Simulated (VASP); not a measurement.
Input of a VASP 6.6.1 run:

The input INCAR:

```
SYSTEM = CdS
PREC = Accurate ; ENCUT = 500
EDIFF = 1E-6 ; ISMEAR = 0
SIGMA = 0.05 ; LREAL = .False.
LASPH = .True. ; NELM = 120
ALGO = Normal ; ISIF = 2
LWAVE = .False. ; LCHARG = .False.
GGA = PS ; NBANDS = 16
GGA_COMPAT = .False.
```

File KPOINTS:

```
Automatic mesh
0
Gamma
  12 12 12
  0 0 0
```

The input POSCAR:

```
CdS
1.0
    0.0000000000      2.8781586803      2.8781586803
    2.8781586803      0.0000000000      2.8781586803
    2.8781586803      2.8781586803      0.0000000000
Cd S
1 1
Direct
    0.0000000000      0.0000000000      0.0000000000
    0.5000000000      0.5000000000      0.5000000000
```

Potentials or basis: VASP PAW PBE potentials, release 64 (Cd, S).

Run with:

```console
$ cat potpaw_PBE.64/Cd/POTCAR potpaw_PBE.64/S/POTCAR > POTCAR
$ mpirun -np 1 vasp_std > vasp.out
```

Task: Estimate the pressure.

Result: -10.0 GPa.

Task: Predict the band gap on the k mesh.

Result: 0.09 eV (least direct gap 0.66 eV).

Caveat: the cell differs from its parent crystal (strained); the cell stands under tension; semilocal functionals underestimate gaps, and a narrow one can read as zero; the PAW data sets were made with another functional, which shifts forces and pressure a little. A k mesh can miss the band edges.
